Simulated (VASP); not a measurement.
# Ge4F in VASP: single point with PBE+D3(BJ)

Aim: the single point of Ge4F with PBE+D3(BJ).

Everything below comes from runs of VASP 6.6.1. Logs are shortened: lines on timing, memory, paths and dates and some standing lists are left out, and cuts for length are marked.

## (1) The cell of the first run

The cell holds a slab with vacuum, 5 atoms: a = 4.030 Å, b = 4.030 Å, c = 21.742 Å, α = 90.00°, β = 90.00°, γ = 90.00°.

## (2) Single point, PBE+D3(BJ)

INCAR

```
  PREC = Accurate
  ENCUT = 520
  EDIFF = 1E-7
  ISMEAR = 0
  SIGMA = 0.1
  LREAL = F
  LASPH = T
  NELM = 60
  ALGO = Normal
  ISIF = 2
  LWAVE = F
  LCHARG = T
  LDIPOL = T
  IDIPOL = 3
  DIPOL = 0.5 0.5 0.335
  GGA = PE
  IVDW = 12
  LELF = T
  LVHAR = T
  LVACPOTAV = T
  NBANDS = 40
```

KPOINTS

```
regular mesh
0
Gamma
  7 7 1
```

POSCAR

```
Ge4F
1.0
    4.0303587917      0.0000000000      0.0000000000
    0.0000000000      4.0303587917      0.0000000000
    0.0000000000      0.0000000000     21.7416627734
Ge F
4 1
Direct
    0.0000000000      0.5000000000      0.1839785688
    0.0000000000      0.0000000000      0.2495184969
    0.5000000000      0.0000000000      0.3181867399
    0.5000000000      0.5000000000      0.3836717946
    0.5000000000      0.6250000000      0.5400535780
```

Potentials or basis: VASP PAW PBE potentials, release 64 (Ge_d, F).

The run is started by

```console
> cat potpaw_PBE.64/Ge_d/POTCAR potpaw_PBE.64/F/POTCAR > POTCAR
> mpirun -np 1 vasp_std > vasp.out
```

OUTCAR:

```text
PREC = Accurate
   ENCUT = 520
   EDIFF = 1E-7
   ISMEAR = 0
   LREAL = F
   LASPH = T
   NELM = 60
   ISIF = 2
   GGA = PE
   IVDW = 12
 IVDW          = 12

 ion  position               nearest neighbor table
   1  0.000  0.500  0.184-   2 2.47   2 2.47
   2  0.000  0.000  0.250-   1 2.47   1 2.47   3 2.51   3 2.51
   3  0.500  0.000  0.318-   4 2.47   4 2.47   2 2.51   2 2.51
   4  0.500  0.500  0.384-   3 2.47   3 2.47
   5  0.500  0.625  0.540-

  LATTYP: Found a simple tetragonal cell.
 ALAT       =     4.0303587917
 C/A-ratio  =     5.3944732708

  Lattice vectors:

 A1 = (   4.0303587917,   0.0000000000,   0.0000000000)
 A2 = (   0.0000000000,   4.0303587917,   0.0000000000)
 A3 = (   0.0000000000,   0.0000000000,  21.7416627734)

Analysis of symmetry for initial positions (statically):
=====================================================================
 Subroutine PRICEL returns:
 Original cell was already a primitive cell.

 Routine SETGRP: Setting up the symmetry group for a
 simple tetragonal supercell.

 Subroutine GETGRP returns: Found  2 space group operations
 (whereof  2 operations were pure point group operations)
 out of a pool of 16 trial point group operations.

The static configuration has the point symmetry C_1h.

Analysis of symmetry for dynamics (positions and initial velocities):
=====================================================================
 Subroutine PRICEL returns:
 Original cell was already a primitive cell.

 Routine SETGRP: Setting up the symmetry group for a
 simple tetragonal supercell.

 Subroutine GETGRP returns: Found  2 space group operations
 (whereof  2 operations were pure point group operations)
 out of a pool of 16 trial point group operations.

The dynamic configuration has the point symmetry C_1h.

 Subroutine INISYM returns: Found  2 space group operations
 (whereof  2 operations are pure point group operations),
 and found     1 'primitive' translations

----------------------------------------------------------------------------------------

                                     Primitive cell

  volume of cell :     353.1670

  direct lattice vectors                    reciprocal lattice vectors
     4.030358792  0.000000000  0.000000000     0.248116868  0.000000000  0.000000000
     0.000000000  4.030358792  0.000000000     0.000000000  0.248116868  0.000000000
     0.000000000  0.000000000 21.741662773     0.000000000  0.000000000  0.045994642

  length of vectors
     4.030358792  4.030358792 21.741662773     0.248116868  0.248116868  0.045994642

  position of ions in fractional coordinates (direct lattice)
     0.000000000  0.500000000  0.183978569
     0.000000000  0.000000000  0.249518497
     0.500000000  0.000000000  0.318186740
     0.500000000  0.500000000  0.383671795
     0.500000000  0.625000000  0.540053578

  ion indices of the primitive-cell ions
   primitive index   ion index
                 1           1
                 2           2
                 3           3
                 4           4
                 5           5

----------------------------------------------------------------------------------------

 KPOINTS: regular mesh

Automatic generation of k-mesh.
 Grid dimensions read from file:
 generate k-points for:    7    7    1

 Generating k-lattice:

  Cartesian coordinates                     Fractional coordinates (reciprocal lattice)
     0.035445267  0.000000000  0.000000000     0.142857143  0.000000000  0.000000000
     0.000000000  0.035445267  0.000000000     0.000000000  0.142857143  0.000000000
     0.000000000  0.000000000  0.045994642     0.000000000  0.000000000  1.000000000

  Length of vectors
     0.035445267  0.035445267  0.045994642

  Shift w.r.t. Gamma in fractional coordinates (k-lattice)
     0.000000000  0.000000000  0.000000000

 Subroutine IBZKPT returns following result:
 ===========================================

 Found     16 irreducible k-points:

 Following reciprocal coordinates:
            Coordinates               Weight
  0.000000  0.000000  0.000000      1.000000
  0.142857  0.000000  0.000000      2.000000
  0.000000  0.142857  0.000000      2.000000
  0.285714  0.000000  0.000000      2.000000
  0.000000  0.285714  0.000000      2.000000
  0.428571  0.000000  0.000000      2.000000
[... 8 lines left out ...]
 -0.285714  0.428571  0.000000      4.000000
  0.428571  0.428571  0.000000      4.000000
   k-points           NKPTS =     16   k-points in BZ     NKDIM =     16   number of bands    NBANDS=     40
   number of dos      NEDOS =    301   number of ions     NIONS =      5
   total plane-waves  NPLWV = 145800
   dimension x,y,z NGX =    30 NGY =   30 NGZ =  162
   dimension x,y,z NGXF=    60 NGYF=   60 NGZF=  324
   ions per type =               4   1
   NGX,Y,Z   is equivalent  to a cutoff of  12.37, 12.37, 12.39 a.u.
   NGXF,Y,Z  is equivalent  to a cutoff of  24.75, 24.75, 24.77 a.u.
 SYSTEM =  unknown system
   PREC   = accura    normal or accurate (medium, high low for compatibility)
   ISTART =      0    job   : 0-new  1-cont  2-samecut
   ICHARG =      2    charge: 1-file 2-atom 10-const
   ISPIN  =      1    spin polarized calculation?
   LNONCOLLINEAR =      F non collinear calculations
   LSORBIT =      F    spin-orbit coupling
   LASPH  =      T    aspherical Exc in radial PAW
   ENCUT  =  520.0 eV  38.22 Ry    6.18 a.u.   7.49  7.49 40.43*2*pi/ulx,y,z
   NELM   =     60;   NELMIN=  2; NELMDL= -5     # of ELM steps
   EDIFF  = 0.1E-06   stopping-criterion for ELM
   LREAL  =      F    real-space projection
   EDIFFG = 0.1E-05   stopping-criterion for IOM
   NSW    =      0    number of steps for IOM
   IBRION =     -1    ionic relax: 0-MD 1-quasi-New 2-CG
   NFREE  =      0    steps in history (QN), initial steepest desc. (CG)
   ISIF   =      2    stress and relaxation
   ISYM   =      2    0-nonsym 1-usesym 2-fastsym
   POTIM  = 0.5000    time-step for ionic-motion
   TEBEG  =    0.0;   TEEND  =   0.0 temperature during run
   PSTRESS=    0.0 pullay stress
   NELECT =      63.0000    total number of electrons
   NUPDOWN=      -1.0000    fix difference up-down
   EMIN   =  10.00;   EMAX   =-10.00  energy-range for DOS
   EFERMI =   0.00;   METHOD = LEGACY
   ISMEAR =     0;   SIGMA  =   0.10  broadening in eV -4-tet -1-fermi 0-gaus
   EFERMI_NEDOS =   21; number of points for ismear=-14 and -15
   IALGO  =     38    algorithm
   IMIX   =      4    mixing-type and parameters
     AMIX     =   0.40;   BMIX     =  1.00
     AMIX_MAG =   1.60;   BMIX_MAG =  1.00
  volume/ion in A,a.u.               =      70.63       476.66
  Fermi-wavevector in a.u.,A,eV,Ry     =   0.921570  1.741515 11.555307  0.849291
  Thomas-Fermi vector in A             =   2.047001
   LORBIT       =      0    0 simple, 1 ext, 2 COOP (PROOUT), +10 PAW based schemes
   GGA     = PE    functional components
   LHFCALC =     F    Hartree Fock is set to
   AEXX    =    0.0000 exact exchange contribution
   IVDW    =    12    specifies the selected vdW correction
   LEPSILON=     F    determine dielectric tensor
   LRPA    =     F    only Hartree local field effects (RPA)
 non-spin polarized calculation
 Gauss-broadening in eV      SIGMA  =   0.10
  energy-cutoff  :      520.00
  volume of cell :      353.17
 maximum number of plane-waves:      9593
 NGX is ok and might be reduce to    30
   NGX = 15   NGY = 15   NGZ = 81

 number of electron      62.9999903 magnetization

 dipolmoment           0.000000      0.000000      0.504592 electrons x Angstroem

 Free energy of the ion-electron system (eV)
  ---------------------------------------------------
  ext. energy  EPLUGINS =         0.00000000
  ---------------------------------------------------
  free energy    TOTEN  =       -16.53615459 eV

  energy without entropy =      -16.46712331  energy(sigma->0) =      -16.50163895

 E-fermi :  -4.2394     XC(G=0):  -3.8943

 val. band max:       -4.2537812060   @ k =   0.4286   0.4286   0.0000
 cond. band min:      -4.2131294024   @ k =   0.2857   0.2857   0.0000
 fundamental gap:      0.0406518036
 Fermi energy:        -4.2393509402

 k-point     1 :       0.0000    0.0000    0.0000
  band No.  band energies     occupation
      1     -28.8422      2.00000
      2     -28.8137      2.00000
      3     -28.7623      2.00000
      4     -28.7600      2.00000
      5     -28.7032      2.00000
      6     -28.5634      2.00000
[... 32 lines left out ...]
     39       0.4719      0.00000
     40       1.7571      0.00000

 k-point     2 :       0.1429    0.0000    0.0000
  band No.  band energies     occupation
      1     -28.8416      2.00000
      2     -28.8139      2.00000
      3     -28.7623      2.00000
      4     -28.7602      2.00000
      5     -28.7031      2.00000
      6     -28.5670      2.00000
[... 32 lines left out ...]
     39       0.6263      0.00000
     40       2.1434      0.00000

 k-point     3 :       0.0000    0.1429    0.0000
  band No.  band energies     occupation
      1     -28.8421      2.00000
      2     -28.8143      2.00000
      3     -28.7623      2.00000
      4     -28.7601      2.00000
      5     -28.7007      2.00000
      6     -28.5664      2.00000
[... 32 lines left out ...]
     39       0.8314      0.00000
     40       1.9580      0.00000

 k-point     4 :       0.2857    0.0000    0.0000
  band No.  band energies     occupation
      1     -28.8401      2.00000
      2     -28.8143      2.00000
      3     -28.7624      2.00000
      4     -28.7606      2.00000
      5     -28.7028      2.00000
      6     -28.5681      2.00000
[... 32 lines left out ...]
     39       1.5616      0.00000
     40       1.9063      0.00000
[... 428 lines left out ...]
     39       2.0742      0.00000
     40       2.4540      0.00000

 k-point    15 :      -0.2857    0.4286    0.0000
  band No.  band energies     occupation
      1     -28.8401      2.00000
      2     -28.8172      2.00000
      3     -28.7614      2.00000
      4     -28.7499      2.00000
      5     -28.7071      2.00000
      6     -28.5733      2.00000
[... 32 lines left out ...]
     39       2.1313      0.00000
     40       2.8272      0.00000

 k-point    16 :       0.4286    0.4286    0.0000
  band No.  band energies     occupation
      1     -28.8390      2.00000
      2     -28.8176      2.00000
      3     -28.7617      2.00000
      4     -28.7501      2.00000
      5     -28.7071      2.00000
      6     -28.5726      2.00000
[... 32 lines left out ...]
     39       2.1200      0.00000
     40       2.7132      0.00000

------------------------ aborting loop because EDIFF is reached ----------------------------------------

 Edisp (eV)   -0.87911

 E8    (eV) :    -0.4070

  FORCE on cell =-STRESS in cart. coord.  units (eV):
  Direction    XX          YY          ZZ          XY          YZ          ZX
  --------------------------------------------------------------------------------------
  -------------------------------------------------------------------------------------
  Total      -2.18269     0.52396    -2.70219     0.00000    -0.28144     0.00000
  in kB      -9.90197     2.37699   -12.25875     0.00000    -1.27677     0.00000
  external pressure =       -6.59 kB  Pullay stress =        0.00 kB

 VOLUME and BASIS-vectors are now :
 -----------------------------------------------------------------------------
  energy-cutoff  :      520.00
  volume of cell :      353.17
      direct lattice vectors                 reciprocal lattice vectors
     4.030358792  0.000000000  0.000000000     0.248116868  0.000000000  0.000000000
     0.000000000  4.030358792  0.000000000     0.000000000  0.248116868  0.000000000
     0.000000000  0.000000000 21.741662773     0.000000000  0.000000000  0.045994642

 POSITION                                       TOTAL-FORCE (eV/Angst)
 -----------------------------------------------------------------------------------
      0.00000      2.01518      4.00000         0.000000      0.009881     -0.096640
      0.00000      0.00000      5.42495         0.000000      0.008066      0.103106
      2.01518      0.00000      6.91791         0.000000     -0.030155      0.077281
      2.01518      2.01518      8.34166         0.000000      0.088186      0.704989
      2.01518      2.51897     11.74166         0.000000     -0.075978     -0.788736
 -----------------------------------------------------------------------------------
    total drift:                                0.000000      0.000010     -0.001054

  FREE ENERGIE OF THE ION-ELECTRON SYSTEM (eV)
  ---------------------------------------------------
  free  energy   TOTEN  =       -17.4152666239 eV

  energy  without entropy=      -17.3462353439  energy(sigma->0) =      -17.38075098

 vacuum level on the upper side and lower side of the slab         6.254         0.634
```

Run time: 6.2 min. Hardware: 1 thread of AMD EPYC 7R13 (Zen 3), shared host; peak memory 0.45 GiB.

What came out:

```
Free energy                : -17.4153 eV
Largest force              : 0.792 eV/Å
Dispersion energy per atom : -0.176 eV
```

Forces on the atoms (eV/Å):
```
Ge   0.000  0.010 -0.097
Ge   0.000  0.008  0.103
Ge   0.000 -0.030  0.077
Ge   0.000  0.088  0.705
F    0.000 -0.076 -0.789
```

Caveat: an odd number of electrons without spin polarisation forces a metal; a magnetic or distorted state may lie lower.
